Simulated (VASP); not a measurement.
## Ga12O19 (a cell with a defect) (O interstitial hop between voids): single point with PBE

Ga12O19 (a cell with a defect) (O interstitial hop between voids):

```
Ga O
1.0
     0.00000    9.24966    0.00000
    -1.39772    0.00000    5.70858
     6.22798   -1.54161    0.00673
Ga O
12 19
Direct
  0.11408 0.67303 0.68132
  0.22207 0.32274 0.30492
  0.29954 0.19321 0.80612
  0.02382 0.78561 0.17872
  0.44626 0.67817 0.68155
  0.54733 0.31393 0.30432
  0.63384 0.19810 0.81256
  0.35975 0.79396 0.17330
  0.77150 0.66944 0.68079
  0.87952 0.31902 0.30431
  0.96973 0.20625 0.80671
  0.69412 0.79889 0.17965
  0.16492 0.73277 0.00682
  0.16428 0.25433 0.98011
  0.27218 0.42579 0.64283
  0.05807 0.55359 0.34155
  0.04984 0.11539 0.27657
  0.27955 0.87659 0.67097
  0.49949 0.73992 0.00532
  0.49412 0.25257 0.98048
  0.60332 0.42976 0.64532
  0.39041 0.56231 0.34041
  0.38488 0.10822 0.31969
  0.60866 0.88393 0.66610
  0.82928 0.73772 0.00545
  0.82872 0.25932 0.97872
  0.93577 0.43833 0.64385
  0.72148 0.56634 0.34290
  0.71406 0.11555 0.31467
  0.94364 0.87659 0.70858
  0.99685 0.99598 0.49245
```

```
Program             : VASP 6.6.1
Task                : single point
Functional          : PBE
Potentials or basis : VASP PAW PBE potentials, release 64 (Ga_d, O)
Cutoff              : 520 eV
k mesh              : 1 × 1 × 1, shifted
Occupations         : fermi-dirac, width 0.01 eV
Spin                : no spin polarisation
```

```json
{
  "Pressure": "4.2 GPa",
  "Largest force": "0.028 eV/Å",
  "Band gap on the k mesh": "2.75 eV"
}
```

Forces in eV/Å, atoms in the order of the input:
```
Ga   0.006  0.004  0.006
Ga  -0.007 -0.002 -0.004
Ga  -0.010  0.002  0.000
Ga  -0.005  0.006 -0.024
Ga   0.005 -0.001 -0.002
Ga  -0.009  0.005 -0.001
Ga  -0.009 -0.005 -0.002
Ga   0.006  0.003  0.011
Ga   0.004  0.009 -0.002
Ga  -0.009 -0.002 -0.002
Ga   0.006  0.005  0.019
Ga   0.007 -0.004  0.007
O   -0.007  0.001 -0.006
O    0.011  0.002  0.003
O    0.009  0.002 -0.005
O    0.002 -0.005  0.006
O    0.017  0.007  0.001
O   -0.021 -0.002  0.009
O   -0.008  0.000 -0.010
O    0.007  0.001  0.004
O    0.009 -0.009 -0.008
O   -0.003 -0.001  0.008
O    0.023  0.002 -0.015
O   -0.025  0.000  0.013
O   -0.011 -0.002 -0.006
O    0.007 -0.002  0.010
O    0.006 -0.005 -0.004
O   -0.007 -0.005  0.006
O    0.017  0.002 -0.013
O   -0.006 -0.005  0.000
O   -0.006  0.001  0.003
```

Stress tensor (GPa, compression positive):
```
 2.60  0.87 -1.92
 0.87  3.74 -0.04
-1.92 -0.04  6.34
```

Levels at points of the mesh, in eV from the valence-band top:
| k point | band 132 | band 133 | band 134 | band 135 | band 136 | band 137 | band 138 | band 139 |
| --- | --- | --- | --- | --- | --- | --- | --- | --- |
| (0.25, 0.25, 0.25) | -0.46 | -0.37 | -0.31 | 0.00 | 2.75 | 4.03 | 4.80 | 5.28 |

Wall time 100 s on 1 thread of Intel(R) Xeon(R) 6975P-C (Granite Rapids), on a shared host, peak memory 0.38 GiB.

Caveat: the k points lie up to 1.10 Å⁻¹ apart.
